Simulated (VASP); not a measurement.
Write the native input for VASP 6.6.1 that does the following.

```yaml
Task: single point
Functional: r2SCAN
Potentials_or_basis: VASP PAW PBE potentials, release 64 (Li_sv, Nb_sv, O)
Cutoff: 520 eV
k_mesh: 1 × 1 × 1
Occupations: fermi-dirac, width 0.01 eV
Spin: no spin polarisation
Dipole_correction: no
Further_INCAR_settings: LREAL = Auto; ALGO = Normal; EDIFF = 1e-06; NBANDS = 318
```

The system is LiNbO3.

```
CELL_PARAMETERS angstrom
5.18990 2.99639 9.34445
-5.18990 2.99639 9.34445
0.00000 -5.99278 9.34445
ATOMIC_POSITIONS crystal
Li 0.35923 0.35923 0.35923
Li 0.10923 0.10923 0.10923
Li 0.35923 0.35923 0.85923
Li 0.10923 0.10923 0.60923
Li 0.35923 0.85923 0.35923
Li 0.10923 0.60923 0.10923
Li 0.35923 0.85923 0.85923
Li 0.10923 0.60923 0.60923
Li 0.85923 0.35923 0.35923
Li 0.60923 0.10923 0.10923
Li 0.85923 0.35923 0.85923
Li 0.60923 0.10923 0.60923
Li 0.85923 0.85923 0.35923
Li 0.60923 0.60923 0.10923
Li 0.85923 0.85923 0.85923
Li 0.60923 0.60923 0.60923
Nb 0.49926 0.49926 0.49926
Nb 0.24926 0.24926 0.24926
Nb 0.49926 0.49926 0.99926
Nb 0.24926 0.24926 0.74926
Nb 0.49926 0.99926 0.49926
Nb 0.24926 0.74926 0.24926
Nb 0.49926 0.99926 0.99926
Nb 0.24926 0.74926 0.74926
Nb 0.99926 0.49926 0.49926
Nb 0.74926 0.24926 0.24926
Nb 0.99926 0.49926 0.99926
Nb 0.74926 0.24926 0.74926
Nb 0.99926 0.99926 0.49926
Nb 0.74926 0.74926 0.24926
Nb 0.99926 0.99926 0.99926
Nb 0.74926 0.74926 0.74926
O 0.13995 0.32076 0.44489
O 0.32076 0.44489 0.13995
O 0.44489 0.13995 0.32076
O 0.19489 0.07076 0.38995
O 0.38995 0.19489 0.07076
O 0.07076 0.38995 0.19489
O 0.13995 0.32076 0.94489
O 0.32076 0.44489 0.63995
O 0.44489 0.13995 0.82076
O 0.19489 0.07076 0.88995
O 0.38995 0.19489 0.57076
O 0.07076 0.38995 0.69489
O 0.13995 0.82076 0.44489
O 0.32076 0.94489 0.13995
O 0.44489 0.63995 0.32076
O 0.19489 0.57076 0.38995
O 0.38995 0.69489 0.07076
O 0.07076 0.88995 0.19489
O 0.13995 0.82076 0.94489
O 0.32076 0.94489 0.63995
O 0.44489 0.63995 0.82076
O 0.19489 0.57076 0.88995
O 0.38995 0.69489 0.57076
O 0.07076 0.88995 0.69489
O 0.63995 0.32076 0.44489
O 0.82076 0.44489 0.13995
O 0.94489 0.13995 0.32076
O 0.69489 0.07076 0.38995
O 0.88995 0.19489 0.07076
O 0.57076 0.38995 0.19489
O 0.63995 0.32076 0.94489
O 0.82076 0.44489 0.63995
O 0.94489 0.13995 0.82076
O 0.69489 0.07076 0.88995
O 0.88995 0.19489 0.57076
O 0.57076 0.38995 0.69489
O 0.63995 0.82076 0.44489
O 0.82076 0.94489 0.13995
O 0.94489 0.63995 0.32076
O 0.69489 0.57076 0.38995
O 0.88995 0.69489 0.07076
O 0.57076 0.88995 0.19489
O 0.63995 0.82076 0.94489
O 0.82076 0.94489 0.63995
O 0.94489 0.63995 0.82076
O 0.69489 0.57076 0.88995
O 0.88995 0.69489 0.57076
O 0.57076 0.88995 0.69489
```

One way to write it, as run:

POSCAR

```
LiNbO3
1.0
    5.1899002700      2.9963903200      9.3444465000
   -5.1899002700      2.9963903200      9.3444465000
    0.0000000000     -5.9927806400      9.3444465000
Li Nb O
16 16 48
Direct
    0.3592319429      0.3592319429      0.3592319429
    0.1092319429      0.1092319429      0.1092319429
    0.3592319429      0.3592319429      0.8592319429
    0.1092319429      0.1092319429      0.6092319429
    0.3592319429      0.8592319429      0.3592319429
    0.1092319429      0.6092319429      0.1092319429
    0.3592319429      0.8592319429      0.8592319429
    0.1092319429      0.6092319429      0.6092319429
    0.8592319429      0.3592319429      0.3592319429
    0.6092319429      0.1092319429      0.1092319429
    0.8592319429      0.3592319429      0.8592319429
    0.6092319429      0.1092319429      0.6092319429
    0.8592319429      0.8592319429      0.3592319429
    0.6092319429      0.6092319429      0.1092319429
    0.8592319429      0.8592319429      0.8592319429
    0.6092319429      0.6092319429      0.6092319429
    0.4992598063      0.4992598063      0.4992598063
    0.2492598063      0.2492598063      0.2492598063
    0.4992598063      0.4992598063      0.9992598063
    0.2492598063      0.2492598063      0.7492598063
    0.4992598063      0.9992598063      0.4992598063
    0.2492598063      0.7492598063      0.2492598063
    0.4992598063      0.9992598063      0.9992598063
    0.2492598063      0.7492598063      0.7492598063
    0.9992598063      0.4992598063      0.4992598063
    0.7492598063      0.2492598063      0.2492598063
    0.9992598063      0.4992598063      0.9992598063
    0.7492598063      0.2492598063      0.7492598063
    0.9992598063      0.9992598063      0.4992598063
    0.7492598063      0.7492598063      0.2492598063
    0.9992598063      0.9992598063      0.9992598063
    0.7492598063      0.7492598063      0.7492598063
    0.1399505052      0.3207579546      0.4448922960
    0.3207579546      0.4448922960      0.1399505052
    0.4448922960      0.1399505052      0.3207579546
    0.1948922960      0.0707579546      0.3899505052
    0.3899505052      0.1948922960      0.0707579546
    0.0707579546      0.3899505052      0.1948922960
    0.1399505052      0.3207579546      0.9448922960
    0.3207579546      0.4448922960      0.6399505052
    0.4448922960      0.1399505052      0.8207579546
    0.1948922960      0.0707579546      0.8899505052
    0.3899505052      0.1948922960      0.5707579546
    0.0707579546      0.3899505052      0.6948922960
    0.1399505052      0.8207579546      0.4448922960
    0.3207579546      0.9448922960      0.1399505052
    0.4448922960      0.6399505052      0.3207579546
    0.1948922960      0.5707579546      0.3899505052
    0.3899505052      0.6948922960      0.0707579546
    0.0707579546      0.8899505052      0.1948922960
    0.1399505052      0.8207579546      0.9448922960
    0.3207579546      0.9448922960      0.6399505052
    0.4448922960      0.6399505052      0.8207579546
    0.1948922960      0.5707579546      0.8899505052
    0.3899505052      0.6948922960      0.5707579546
    0.0707579546      0.8899505052      0.6948922960
    0.6399505052      0.3207579546      0.4448922960
    0.8207579546      0.4448922960      0.1399505052
    0.9448922960      0.1399505052      0.3207579546
    0.6948922960      0.0707579546      0.3899505052
    0.8899505052      0.1948922960      0.0707579546
    0.5707579546      0.3899505052      0.1948922960
    0.6399505052      0.3207579546      0.9448922960
    0.8207579546      0.4448922960      0.6399505052
    0.9448922960      0.1399505052      0.8207579546
    0.6948922960      0.0707579546      0.8899505052
    0.8899505052      0.1948922960      0.5707579546
    0.5707579546      0.3899505052      0.6948922960
    0.6399505052      0.8207579546      0.4448922960
    0.8207579546      0.9448922960      0.1399505052
    0.9448922960      0.6399505052      0.3207579546
    0.6948922960      0.5707579546      0.3899505052
    0.8899505052      0.6948922960      0.0707579546
    0.5707579546      0.8899505052      0.1948922960
    0.6399505052      0.8207579546      0.9448922960
    0.8207579546      0.9448922960      0.6399505052
    0.9448922960      0.6399505052      0.8207579546
    0.6948922960      0.5707579546      0.8899505052
    0.8899505052      0.6948922960      0.5707579546
    0.5707579546      0.8899505052      0.6948922960
```

INCAR.step1

```
PREC = Accurate ; ENCUT = 520
ISMEAR = -1 ; SIGMA = 0.01
LREAL = Auto ; LASPH = T
NELM = 60 ; NBANDS = 318
GGA = PE ; ALGO = Normal
EDIFF = 1E-4 ; LWAVE = T
LCHARG = F
```

INCAR.step2

```
PREC = Accurate ; ENCUT = 520
EDIFF = 1E-6 ; ISMEAR = -1
SIGMA = 0.01 ; LREAL = Auto
LASPH = T ; NELM = 60
ALGO = Normal ; ISIF = 2
LWAVE = F ; LCHARG = F
METAGGA = R2SCAN ; LMIXTAU = T
NBANDS = 318 ; ISTART = 1
```

KPOINTS

```
regular mesh
0
Gamma
  1 1 1
```

Potentials or basis: VASP PAW PBE potentials, release 64 (Li_sv, Nb_sv, O).

Run with:

```sh
$ cat potpaw_PBE.64/Li_sv/POTCAR potpaw_PBE.64/Nb_sv/POTCAR potpaw_PBE.64/O/POTCAR > POTCAR
$ cp INCAR.step1 INCAR
$ mpirun -np 1 vasp_gam > vasp.out
$ cp INCAR.step2 INCAR
$ mpirun -np 1 vasp_gam > vasp.out
```

Results of the run:

```
Largest force          : 0.099 eV/Å
Band gap on the k mesh : 4.09 eV
```

Caveat: the k points lie up to 0.73 Å⁻¹ apart; the PAW data sets were made with another functional, which shifts forces and pressure a little.

Run time: 80 min on 1 thread of AMD EPYC 7R13, with other jobs on the host, peak memory 1.3 GiB.
